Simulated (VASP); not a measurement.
# Pt (P-1) in VASP: single point with r2SCAN

Aim: the single point of Pt with r2SCAN.

Program: VASP 6.6.1. These are calculated values, not measurements. Logs are shortened: lines on timing, memory, paths and dates and some standing lists are left out, and cuts for length are marked.

## 1. The cell of the first run

The typed cell holds 1 atom: a = 2.620 Å, b = 2.735 Å, c = 2.803 Å, α = 114.10°, β = 106.36°, γ = 107.88°.

## 2. Single point, r2SCAN

POSCAR reads:

```
Pt
1.0
   -1.4621347884      1.5474071039      1.5273922090
    1.4765656130     -1.6309285240      1.6253444537
    1.5357076154      1.7045013510     -1.6109136291
Pt
1
Direct
    0.0000000000      0.0000000000      0.0000000000
```

INCAR.step1 reads:

```
  PREC = Accurate
  ENCUT = 520
  ISMEAR = 0
  SIGMA = 0.15
  LREAL = F
  LASPH = T
  NELM = 100
  NBANDS = 11
  GGA = PE
  ALGO = Normal
  EDIFF = 1E-4
  LWAVE = T
  LCHARG = F
```

INCAR.step2 reads:

```
  PREC = Accurate
  ENCUT = 520
  EDIFF = 1E-6
  ISMEAR = 0
  SIGMA = 0.15
  LREAL = F
  LASPH = T
  NELM = 100
  ALGO = Normal
  ISIF = 2
  LWAVE = F
  LCHARG = F
  METAGGA = R2SCAN
  LMIXTAU = T
  NBANDS = 11
  ISTART = 1
```

KPOINTS reads:

```
Automatic mesh
0
Gamma
  16 16 16
```

Potentials or basis: VASP PAW PBE potentials, release 64 (Pt).

Started as:

```console
> cat potpaw_PBE.64/Pt/POTCAR > POTCAR
> cp INCAR.step1 INCAR
> mpirun -np 1 vasp_std > vasp.out
> cp INCAR.step2 INCAR
> mpirun -np 1 vasp_std > vasp.out
```

OUTCAR:

```text
PREC = Accurate
   ENCUT = 520
   EDIFF = 1E-6
   ISMEAR = 0
   LREAL = F
   LASPH = T
   NELM = 100
   ISIF = 2
   METAGGA = R2SCAN
   ISTART = 1

 ion  position               nearest neighbor table
   1  0.000  0.000  0.000-

  LATTYP: Found a triclinic cell.
 ALAT       =     5.2907908806
 B/A-ratio  =     0.5961066819
 C/A-ratio  =     0.5695190385
 COS(alpha) =     0.0087150213
 COS(beta)  =     0.2781354684
 COS(gamma) =     0.9126385747

  Lattice vectors:

 A1 = (  -1.4909964376,   1.7144499441,  -4.7780811164)
 A2 = (  -0.0144308246,   0.0835214201,  -3.1527366627)
 A3 = (  -3.0122732284,  -0.0735728270,  -0.0144308246)

Analysis of symmetry for initial positions (statically):
=====================================================================
 Subroutine PRICEL returns:
 Original cell was already a primitive cell.

 Routine SETGRP: Setting up the symmetry group for a
 triclinic supercell.

 Subroutine GETGRP returns: Found  2 space group operations
 (whereof  2 operations were pure point group operations)
 out of a pool of  2 trial point group operations.

The static configuration has the point symmetry S_2 .

Analysis of symmetry for dynamics (positions and initial velocities):
=====================================================================
 Subroutine PRICEL returns:
 Original cell was already a primitive cell.

 Routine SETGRP: Setting up the symmetry group for a
 triclinic supercell.

 Subroutine GETGRP returns: Found  2 space group operations
 (whereof  2 operations were pure point group operations)
 out of a pool of  2 trial point group operations.

The dynamic configuration has the point symmetry S_2 .

 Subroutine INISYM returns: Found  2 space group operations
 (whereof  2 operations are pure point group operations),
 and found     1 'primitive' translations

----------------------------------------------------------------------------------------

                                     Primitive cell

  volume of cell :      15.4221

  direct lattice vectors                    reciprocal lattice vectors
    -1.462134788  1.547407104  1.527392209    -0.009280004  0.316084360  0.325600849
     1.476565613 -1.630928524  1.625344454     0.330447401  0.000631888  0.315688957
     1.535707615  1.704501351 -1.610913629     0.324608740  0.300333807  0.006470548

  length of vectors
     2.620159126  2.735309572  2.803348971     0.453884736  0.457007003  0.442281695

  position of ions in fractional coordinates (direct lattice)
     0.000000000  0.000000000  0.000000000

  ion indices of the primitive-cell ions
   primitive index   ion index
                 1           1

----------------------------------------------------------------------------------------

 KPOINTS: Automatic mesh

Automatic generation of k-mesh.
 Grid dimensions read from file:
 generate k-points for:   16   16   16

 Generating k-lattice:

  Cartesian coordinates                     Fractional coordinates (reciprocal lattice)
    -0.000580000  0.019755272  0.020350053     0.062500000  0.000000000  0.000000000
     0.020652963  0.000039493  0.019730560     0.000000000  0.062500000  0.000000000
     0.020288046  0.018770863  0.000404409     0.000000000 -0.000000000  0.062500000

  Length of vectors
     0.028367796  0.028562938  0.027642606

  Shift w.r.t. Gamma in fractional coordinates (k-lattice)
     0.000000000  0.000000000  0.000000000

 Subroutine IBZKPT returns following result:
 ===========================================

 Found   2052 irreducible k-points:

 Following reciprocal coordinates:
            Coordinates               Weight
  0.000000  0.000000  0.000000      1.000000
  0.062500  0.000000  0.000000      2.000000
  0.125000  0.000000  0.000000      2.000000
  0.187500  0.000000  0.000000      2.000000
  0.250000  0.000000  0.000000      2.000000
  0.312500  0.000000  0.000000      2.000000
[... 16 lines left out ...]
 -0.187500  0.062500 -0.000000      2.000000
 -0.125000  0.062500 -0.000000      2.000000
 [... further k-points ...]
   k-points           NKPTS =   2052   k-points in BZ     NKDIM =   2052   number of bands    NBANDS=     11
   number of dos      NEDOS =    301   number of ions     NIONS =      1
   total plane-waves  NPLWV =   9600
   dimension x,y,z NGX =    20 NGY =   20 NGZ =   24
   dimension x,y,z NGXF=    40 NGYF=   40 NGZF=   48
   ions per type =               1
   NGX,Y,Z   is equivalent  to a cutoff of  12.69, 12.16, 14.23 a.u.
   NGXF,Y,Z  is equivalent  to a cutoff of  25.38, 24.31, 28.47 a.u.
 SYSTEM =  unknown system
   PREC   = accura    normal or accurate (medium, high low for compatibility)
   ISTART =      1    job   : 0-new  1-cont  2-samecut
   ICHARG =      0    charge: 1-file 2-atom 10-const
   ISPIN  =      1    spin polarized calculation?
   LNONCOLLINEAR =      F non collinear calculations
   LSORBIT =      F    spin-orbit coupling
   LASPH  =      T    aspherical Exc in radial PAW
   ENCUT  =  520.0 eV  38.22 Ry    6.18 a.u.   4.87  5.09  5.21*2*pi/ulx,y,z
   NELM   =    100;   NELMIN=  2; NELMDL=  0     # of ELM steps
   EDIFF  = 0.1E-05   stopping-criterion for ELM
   LREAL  =      F    real-space projection
[... 7 lines left out ...]
   TEBEG  =    0.0;   TEEND  =   0.0 temperature during run
   PSTRESS=    0.0 pullay stress
   NELECT =      10.0000    total number of electrons
   NUPDOWN=      -1.0000    fix difference up-down
   EMIN   =  10.00;   EMAX   =-10.00  energy-range for DOS
   EFERMI =   0.00;   METHOD = LEGACY
   ISMEAR =     0;   SIGMA  =   0.15  broadening in eV -4-tet -1-fermi 0-gaus
   EFERMI_NEDOS =   21; number of points for ismear=-14 and -15
   IALGO  =     38    algorithm
   IMIX   =      4    mixing-type and parameters
     AMIX     =   0.40;   BMIX     =  1.00
     AMIX_MAG =   1.60;   BMIX_MAG =  1.00
  volume/ion in A,a.u.               =      15.42       104.07
  Fermi-wavevector in a.u.,A,eV,Ry     =   1.416970  2.677685 27.317832  2.007804
  Thomas-Fermi vector in A             =   2.538249
   LORBIT       =      0    0 simple, 1 ext, 2 COOP (PROOUT), +10 PAW based schemes
   METAGGA = R2SCAN    functional components
   LHFCALC =     F    Hartree Fock is set to
   AEXX    =    0.0000 exact exchange contribution
   IVDW    =     0    specifies the selected vdW correction
   LEPSILON=     F    determine dielectric tensor
   LRPA    =     F    only Hartree local field effects (RPA)
 non-spin polarized calculation
 Gauss-broadening in eV      SIGMA  =   0.15
  energy-cutoff  :      520.00
  volume of cell :       15.42
 maximum number of plane-waves:       430
   NGX =  9   NGY = 11   NGZ = 11

 number of electron      10.0000000 magnetization

 Free energy of the ion-electron system (eV)
  ---------------------------------------------------
  ext. energy  EPLUGINS =         0.00000000
  ---------------------------------------------------
  free energy    TOTEN  =       -51.37768134 eV

  energy without entropy =      -51.36423760  energy(sigma->0) =      -51.37095947

 E-fermi :  10.4285     XC(G=0): -14.4410

 val. band max:       10.4280903659   @ k =  -0.1250  -0.2500   0.3750
 cond. band min:      10.4290536625   @ k =  -0.3750   0.3750   0.1250
 fundamental gap:      0.0009632967
 Fermi energy:        10.4285223507

 k-point     1 :       0.0000    0.0000    0.0000
  band No.  band energies     occupation
      1       0.3932      2.00000
      2       6.0377      2.00000
      3       6.5622      2.00000
      4       7.3273      2.00000
      5       8.9091      2.00000
      6       9.6099      2.00000
      7      27.3959      0.00000
      8      28.5717      0.00000
      9      29.4815      0.00000
     10      37.7194      0.00000
     11      38.8245      0.00000

 k-point     2 :       0.0625    0.0000    0.0000
  band No.  band energies     occupation
      1       0.5691      2.00000
      2       6.1109      2.00000
      3       6.6567      2.00000
      4       7.2764      2.00000
      5       8.7884      2.00000
      6       9.5733      2.00000
      7      27.5645      0.00000
      8      28.7605      0.00000
      9      29.7184      0.00000
     10      35.8520      0.00000
     11      37.3930      0.00000

 k-point     3 :       0.1250    0.0000    0.0000
  band No.  band energies     occupation
      1       1.0759      2.00000
      2       6.2706      2.00000
      3       6.8771      2.00000
      4       7.2370      2.00000
      5       8.4963      2.00000
      6       9.4795      2.00000
      7      27.9372      0.00000
      8      28.9934      0.00000
      9      30.4057      0.00000
     10      34.0225      0.00000
     11      35.2530      0.00000

 k-point     4 :       0.1875    0.0000    0.0000
  band No.  band energies     occupation
      1       1.8378      2.00000
      2       6.4260      2.00000
      3       6.7537      2.00000
      4       7.7477      2.00000
      5       8.2176      2.00000
      6       9.3611      2.00000
      7      27.9941      0.00000
      8      28.1982      0.00000
      9      31.4818      0.00000
     10      33.2433      0.00000
     11      34.3197      0.00000
[... 239 lines left out ...]
 k-point    22 :      -0.2500    0.0625    0.0000
  band No.  band energies     occupation
      1       2.4003      2.00000
      2       6.4453      2.00000
      3       6.6733      2.00000
      4       8.0835      2.00000
      5       8.2759      2.00000
      6       9.2687      2.00000
      7      27.1610      0.00000
      8      28.0346      0.00000
      9      31.1087      0.00000
     10      33.8761      0.00000
     11      34.2197      0.00000

 k-point    23 :      -0.1875    0.0625   -0.0000
  band No.  band energies     occupation
      1       1.5723      2.00000
      2       6.4424      2.00000
      3       6.9057      2.00000
      4       7.4060      2.00000
      5       8.2622      2.00000
      6       9.3604      2.00000
      7      28.2384      0.00000
      8      28.9091      0.00000
      9      30.5123      0.00000
     10      33.1462      0.00000
     11      35.3637      0.00000

 k-point    24 :      -0.1250    0.0625   -0.0000
  band No.  band energies     occupation
      1       0.9263      2.00000
      2       6.3755      2.00000
      3       6.7160      2.00000
      4       7.2027      2.00000
      5       8.5891      2.00000
      6       9.4523      2.00000
      7      27.8593      0.00000
      8      29.2010      0.00000
      9      30.0173      0.00000
     10      33.9805      0.00000
     11      37.1115      0.00000

 [... further k-points ...]
[... 5 lines left out ...]
  --------------------------------------------------------------------------------------
  -------------------------------------------------------------------------------------
  Total       -0.0949156      0.5897907      0.4184210     -0.7363957      0.8723723     -0.3616225
  in kB       -9.8606522     61.2725513     43.4691835    -76.5031455     90.6295693    -37.5684681
  external PRESSURE =      31.6270275 kB  Pullay stress =       0.0000000 kB

 VOLUME and BASIS-vectors are now :
 -----------------------------------------------------------------------------
  energy-cutoff  :      520.00
  volume of cell :       15.42
      direct lattice vectors                 reciprocal lattice vectors
    -1.462134788  1.547407104  1.527392209    -0.009280004  0.316084360  0.325600849
     1.476565613 -1.630928524  1.625344454     0.330447401  0.000631888  0.315688957
     1.535707615  1.704501351 -1.610913629     0.324608740  0.300333807  0.006470548

 POSITION                                       TOTAL-FORCE (eV/Angst)
 -----------------------------------------------------------------------------------
      0.00000      0.00000      0.00000         0.000000     -0.000000      0.000000
 -----------------------------------------------------------------------------------
    total drift:                                0.000000     -0.000000      0.000000

  FREE ENERGIE OF THE ION-ELECTRON SYSTEM (eV)
  ---------------------------------------------------
  free  energy   TOTEN  =       -51.3776813361 eV

  energy  without entropy=      -51.3642375985  energy(sigma->0) =      -51.37095947
```

Run time: 23 min. Hardware: 1 thread of Oxide Virtual Turin-like, shared host; peak memory 0.4 GiB.

What came out:

```
Free energy            : -51.3777 eV
Pressure               : 3.2 GPa
Band gap on the k mesh : zero (bands 5 and 6 overlap by 2.59 eV)
```

Levels at points of the mesh, in eV from the Fermi level:
| k point | band 3 | band 4 | band 5 | band 6 | band 7 | band 8 |
| --- | --- | --- | --- | --- | --- | --- |
| (0.00, 0.00, 0.00) | -3.87 | -3.10 | -1.52 | -0.82 | 16.97 | 18.14 |
| (0.50, 0.00, 0.00) | -2.02 | -1.32 | 0.48 | 1.21 | 7.17 | 14.23 |
| (0.00, 0.50, 0.00) | -1.00 | -0.44 | 0.50 | 1.11 | 7.00 | 13.12 |
| (0.50, 0.50, 0.00) | -1.74 | -0.75 | 0.77 | 1.27 | 7.56 | 13.62 |
| (0.00, 0.00, 0.50) | -1.28 | -0.38 | 0.05 | 0.86 | 6.29 | 14.11 |
| (0.50, 0.00, 0.50) | -1.17 | -0.58 | 0.69 | 1.13 | 7.42 | 13.60 |
| (0.00, 0.50, 0.50) | -1.64 | -0.74 | -0.26 | 0.79 | 5.78 | 14.71 |
| (0.50, 0.50, 0.50) | 0.05 | 0.54 | 1.05 | 7.07 | 8.01 | 9.52 |

Caveat: the stress differs along the axes, from -1 to 6 GPa; the PAW data sets were made with another functional, which shifts forces and pressure a little; spin-orbit coupling is left out, which moves the levels of the heavy elements.
